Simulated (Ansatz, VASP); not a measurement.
**B5O: VASP beside Ansatz**

INCAR

```
SYSTEM = B5O
  ALGO = Normal
  EDIFF = 1E-6
  EDIFFG = -0.01
  ENCUT = 600
  GGA = PE
  IBRION = 2
  ISIF = 3
  ISMEAR = 0
  LASPH = .True.
  LCHARG = .False.
  LREAL = .False.
  LWAVE = .False.
  NELM = 80
  NSW = 100
  PREC = Accurate
  SIGMA = 0.1
```

Contents of KPOINTS:

```
k-points
0
Gamma
  8 8 8
  0 0 0
```

Contents of POSCAR:

```
B5O
1.0
    4.4536873519      0.0000000000      0.0000000000
    0.0000000000      4.4536873519      0.0000000000
    0.0000000000      0.0000000000      4.6522925669
B O
5 1
Direct
    0.6684348708      0.0000000000      0.0000000000
    0.3315651292      0.0000000000      0.0000000000
    0.0000000000      0.6684348708      0.0000000000
    0.0000000000      0.3315651292      0.0000000000
    0.0000000000      0.0000000000      0.5000000000
    0.0000000000      0.0000000000      0.0000000000
```

Input for Ansatz:

```yaml
crystal:
  lattice:
    - [4.4536873519, 0.0, 0.0]
    - [0.0, 4.4536873519, 0.0]
    - [0.0, 0.0, 4.6522925669]
  atoms:
    - { symbol: B, position: [0.6684348708, 0.0, 0.0] }
    - { symbol: B, position: [0.3315651292, 0.0, 0.0] }
    - { symbol: B, position: [0.0, 0.6684348708, 0.0] }
    - { symbol: B, position: [0.0, 0.3315651292, 0.0] }
    - { symbol: B, position: [0.0, 0.0, 0.5] }
    - { symbol: O, position: [0.0, 0.0, 0.0] }
basis:
  ecutwfc: 420
kpoints:
  mp_grid: { grid: [8, 8, 8] }
hamiltonian:
  xc: pbe
scf:
  occupations: { method: gaussian, width: 0.1 }
output:
  forces: true
  stress: true
  eigenvalues: true
relax:
  adjacent_minimum: "off"
  f_tol: 0.01
  max_steps: 80
  cell: { stress_tol: 0.05 }
```

Alike in both runs: task relaxation of cell and atoms; functional PBE; k mesh 8 × 8 × 8; occupations gaussian, width 0.1 eV; no spin polarisation.

|  | VASP | Ansatz |
| --- | --- | --- |
| version | VASP 6.6.1 | Ansatz 0.2.0 |
| potentials or method | VASP PAW PBE potentials, release 64 (B, O), cutoff 600 eV | scalar-relativistic, plane waves, PAW |
| valence electrons in the cell | 21 | 21 |

VASP gave:

| Quantity | Value |
| --- | --- |
| gap on the k mesh at the Fermi level, each at its own relaxed structure (eV) | none |
| relaxed volume (Å³/atom) | 15.06 |
| relaxed cell length with the largest relative difference (Å) | 4.543 |

Estimate Ansatz's values.

gap on the k mesh at the Fermi level, each at its own relaxed structure (eV): none; relaxed volume (Å³/atom): 15.30; relaxed cell length with the largest relative difference (Å): 4.611.

A gap of «none» marks a metal or a gap that the smearing closes.
